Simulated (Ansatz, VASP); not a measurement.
**HfC5: VASP beside Ansatz**

```
Hf C
1.0
     4.38836    0.00000    0.00000
    -2.19418    3.80043    0.00000
     0.00000    0.00000    4.31292
Hf C
1 5
Direct
  0.00000 0.00000 0.50000
  0.33333 0.66667 0.64947
  0.33333 0.66667 0.35053
  0.66667 0.33333 0.35053
  0.66667 0.33333 0.64947
  0.00000 0.00000 0.00000
```

Alike in both runs: functional PBE; k mesh 4 × 4 × 3; occupations gaussian, width 0.2 eV; no spin polarisation.

Ansatz relaxed the structure, and its values are those at the end. VASP's run is a single point on that final structure, the one shown.

|  | VASP | Ansatz |
| --- | --- | --- |
| version | VASP 6.6.1 | Ansatz 0.2.0 |
| potentials or method | VASP PAW PBE potentials, release 64 (Hf_pv, C), cutoff 600 eV | scalar-relativistic, plane waves, PAW |
| valence electrons in the cell | 30 | 46 |

|  | VASP | Ansatz | Ansatz less VASP |
| --- | --- | --- | --- |
| gap on the k mesh at the Fermi level (eV) | none | none | - |
| pressure (GPa) | -0.5 | -0.2 | +0.23 |
| rms of the force components (eV/Å) | 0.014 | 0.022 | +0.0076 |

A gap of «none» marks a metal or a gap that the smearing closes. The functional is the same, so the differences come from potentials, cutoffs and numerics. VASP's potentials hold 30 valence electrons a cell and Ansatz's 46, so a difference there can come from the potentials and not from the codes.

The k mesh is coarse, so the values compare programs but aren't converged. Neither program's run includes spin-orbit coupling.
